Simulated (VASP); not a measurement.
# CoSi2 (Fm-3m) in VASP: single point with PBE

Aim: the single point of CoSi2 with PBE.

All numbers are computed with VASP 6.6.1; they aren't measurements. Logs are shortened: lines on timing, memory, paths and dates and some standing lists are left out, and cuts for length are marked.

### 1 The cell of the first run

The structure is cubic, space group Fm-3m (No. 225). Conventional cell: a = 5.360 Å, b = 5.360 Å, c = 5.360 Å, α = 90.00°, β = 90.00°, γ = 90.00°. Co (site symmetry m-3m) has 8 Si at 2.32 Å within 3.1 Å. Si (site symmetry -43m) has 4 Co at 2.32 Å and 6 Si at 2.68 Å within 3.1 Å.

### 2 Single point, PBE

The input, INCAR:

```
SYSTEM = CoSi2
  PREC = Accurate
  ENCUT = 520
  EDIFF = 1E-7
  ISMEAR = 0
  SIGMA = 0.1
  LREAL = .FALSE.
  LASPH = .TRUE.
  NELM = 100
  ALGO = Normal
  ISIF = 2
  LWAVE = .FALSE.
  LCHARG = .FALSE.
  GGA = PE
  NBANDS = 16
```

The input, KPOINTS:

```
Automatic mesh
0
G
  14 14 14
  0 0 0
```

The input, POSCAR:

```
CoSi2
1.0
    0.0000000000      2.6797904445      2.6797904445
    2.6797904445      0.0000000000      2.6797904445
    2.6797904445      2.6797904445      0.0000000000
Co Si
1 2
Direct
    0.0000000000      0.0000000000      0.0000000000
    0.7500000000      0.7500000000      0.7500000000
    0.2500000000      0.2500000000      0.2500000000
```

Potentials or basis: VASP PAW PBE potentials, release 64 (Co, Si).

Command:

```sh
cat potpaw_PBE.64/Co/POTCAR potpaw_PBE.64/Si/POTCAR > POTCAR
mpirun -np 1 vasp_std > vasp.out
```

OUTCAR:

```text
SYSTEM = CoSi2
   PREC = Accurate
   ENCUT = 520
   EDIFF = 1E-7
   ISMEAR = 0
   LREAL = .FALSE.
   LASPH = .TRUE.
   NELM = 100
   ISIF = 2
   GGA = PE

 ion  position               nearest neighbor table
   1  0.000  0.000  0.000-   2 2.32   2 2.32   2 2.32   2 2.32   3 2.32   3 2.32   3 2.32   3 2.32

   2  0.750  0.750  0.750-   1 2.32   1 2.32   1 2.32   1 2.32   3 2.68   3 2.68   3 2.68   3 2.68
                             3 2.68   3 2.68
   3  0.250  0.250  0.250-   1 2.32   1 2.32   1 2.32   1 2.32   2 2.68   2 2.68   2 2.68   2 2.68
                             2 2.68   2 2.68

  LATTYP: Found a face centered cubic cell.
 ALAT       =     5.3595808890

  Lattice vectors:

 A1 = (   0.0000000000,   2.6797904445,   2.6797904445)
 A2 = (   2.6797904445,   0.0000000000,   2.6797904445)
 A3 = (   2.6797904445,   2.6797904445,   0.0000000000)

Analysis of symmetry for initial positions (statically):
=====================================================================
 Subroutine PRICEL returns:
 Original cell was already a primitive cell.

 Routine SETGRP: Setting up the symmetry group for a
 face centered cubic supercell.

 Subroutine GETGRP returns: Found 48 space group operations
 (whereof 48 operations were pure point group operations)
 out of a pool of 48 trial point group operations.

The static configuration has the point symmetry O_h .

Analysis of symmetry for dynamics (positions and initial velocities):
=====================================================================
 Subroutine PRICEL returns:
 Original cell was already a primitive cell.

 Routine SETGRP: Setting up the symmetry group for a
 face centered cubic supercell.

 Subroutine GETGRP returns: Found 48 space group operations
 (whereof 48 operations were pure point group operations)
 out of a pool of 48 trial point group operations.

The dynamic configuration has the point symmetry O_h .

 Subroutine INISYM returns: Found 48 space group operations
 (whereof 48 operations are pure point group operations),
 and found     1 'primitive' translations

----------------------------------------------------------------------------------------

                                     Primitive cell

  volume of cell :      38.4886

  direct lattice vectors                    reciprocal lattice vectors
     0.000000000  2.679790445  2.679790445    -0.186581753  0.186581753  0.186581753
[... 89 lines left out ...]
   LREAL  =      F    real-space projection
   EDIFFG = 0.1E-05   stopping-criterion for IOM
   NSW    =      0    number of steps for IOM
   IBRION =     -1    ionic relax: 0-MD 1-quasi-New 2-CG
   NFREE  =      0    steps in history (QN), initial steepest desc. (CG)
   ISIF   =      2    stress and relaxation
   ISYM   =      2    0-nonsym 1-usesym 2-fastsym
   POTIM  = 0.5000    time-step for ionic-motion
   TEBEG  =    0.0;   TEEND  =   0.0 temperature during run
   PSTRESS=    0.0 pullay stress
   NELECT =      17.0000    total number of electrons
   NUPDOWN=      -1.0000    fix difference up-down
   EMIN   =  10.00;   EMAX   =-10.00  energy-range for DOS
   EFERMI =   0.00;   METHOD = LEGACY
   ISMEAR =     0;   SIGMA  =   0.10  broadening in eV -4-tet -1-fermi 0-gaus
   EFERMI_NEDOS =   21; number of points for ismear=-14 and -15
   IALGO  =     38    algorithm
   IMIX   =      4    mixing-type and parameters
     AMIX     =   0.40;   BMIX     =  1.00
     AMIX_MAG =   1.60;   BMIX_MAG =  1.00
  volume/ion in A,a.u.               =      12.83        86.58
  Fermi-wavevector in a.u.,A,eV,Ry     =   1.246753  2.356021 21.148790  1.554392
  Thomas-Fermi vector in A             =   2.380916
   LORBIT       =      0    0 simple, 1 ext, 2 COOP (PROOUT), +10 PAW based schemes
   GGA     = PE    functional components
   LHFCALC =     F    Hartree Fock is set to
   AEXX    =    0.0000 exact exchange contribution
   IVDW    =     0    specifies the selected vdW correction
   LEPSILON=     F    determine dielectric tensor
   LRPA    =     F    only Hartree local field effects (RPA)
 non-spin polarized calculation
 Gauss-broadening in eV      SIGMA  =   0.10
  energy-cutoff  :      520.00
  volume of cell :       38.49
 maximum number of plane-waves:      1056
   NGX = 15   NGY = 15   NGZ = 15

 number of electron      16.9999995 magnetization

 Free energy of the ion-electron system (eV)
  ---------------------------------------------------
  ext. energy  EPLUGINS =         0.00000000
  ---------------------------------------------------
  free energy    TOTEN  =       -19.29741666 eV

  energy without entropy =      -19.29225203  energy(sigma->0) =      -19.29483434

 E-fermi :  10.0775     XC(G=0): -11.7370

 val. band max:       10.0746356781   @ k =   0.4286   0.2143   0.0714
 cond. band min:      10.0952256143   @ k =   0.3571   0.0714   0.0000
 fundamental gap:      0.0205899362
 Fermi energy:        10.0775019332

 k-point     1 :       0.0000    0.0000    0.0000
  band No.  band energies     occupation
      1      -3.0431      2.00000
      2       5.9975      2.00000
      3       5.9975      2.00000
      4       5.9975      2.00000
      5       8.1655      2.00000
      6       8.1655      2.00000
[... 433 lines left out ...]
      3       6.1335      2.00000
      4       6.2089      2.00000
      5       7.3414      2.00000
      6       8.3417      2.00000
[... 8 lines left out ...]
     15      18.3891      0.00000
     16      18.6398      0.00000

 [... further k-points ...]

------------------------ aborting loop because EDIFF is reached ----------------------------------------

  FORCE on cell =-STRESS in cart. coord.  units (eV):
  Direction    XX          YY          ZZ          XY          YZ          ZX
  --------------------------------------------------------------------------------------
  -------------------------------------------------------------------------------------
  Total       -0.0272855     -0.0272855     -0.0272855      0.0000000      0.0000000      0.0000000
  in kB       -1.1358213     -1.1358213     -1.1358213      0.0000000      0.0000000      0.0000000
  external PRESSURE =      -1.1358213 kB  Pullay stress =       0.0000000 kB

 VOLUME and BASIS-vectors are now :
 -----------------------------------------------------------------------------
  energy-cutoff  :      520.00
  volume of cell :       38.49
      direct lattice vectors                 reciprocal lattice vectors
     0.000000000  2.679790445  2.679790445    -0.186581753  0.186581753  0.186581753
     2.679790445  0.000000000  2.679790445     0.186581753 -0.186581753  0.186581753
     2.679790445  2.679790445  0.000000000     0.186581753  0.186581753 -0.186581753

 POSITION                                       TOTAL-FORCE (eV/Angst)
 -----------------------------------------------------------------------------------
      0.00000      0.00000      0.00000        -0.000000     -0.000000     -0.000000
      4.01969      4.01969      4.01969        -0.000000     -0.000000      0.000000
      1.33990      1.33990      1.33990         0.000000      0.000000     -0.000000
 -----------------------------------------------------------------------------------
    total drift:                               -0.000000     -0.000000      0.000000

  FREE ENERGIE OF THE ION-ELECTRON SYSTEM (eV)
  ---------------------------------------------------
  free  energy   TOTEN  =       -19.2974166582 eV

  energy  without entropy=      -19.2922520273  energy(sigma->0) =      -19.29483434
```

Wall time 3.3 min (1 thread of AMD EPYC 7R43 (Zen 3), shared host); peak memory 0.16 GiB.

What came out:

```
Free energy            : -19.2974 eV
Pressure               : -0.1 GPa
Band gap on the k mesh : zero (an odd number of electrons rules out a gap without spin polarisation)
```

Caveat: the run has no spin polarisation, though such a crystal can be magnetic. Spin polarisation is off, so any magnetic state and its effect on volume and gap are missing.
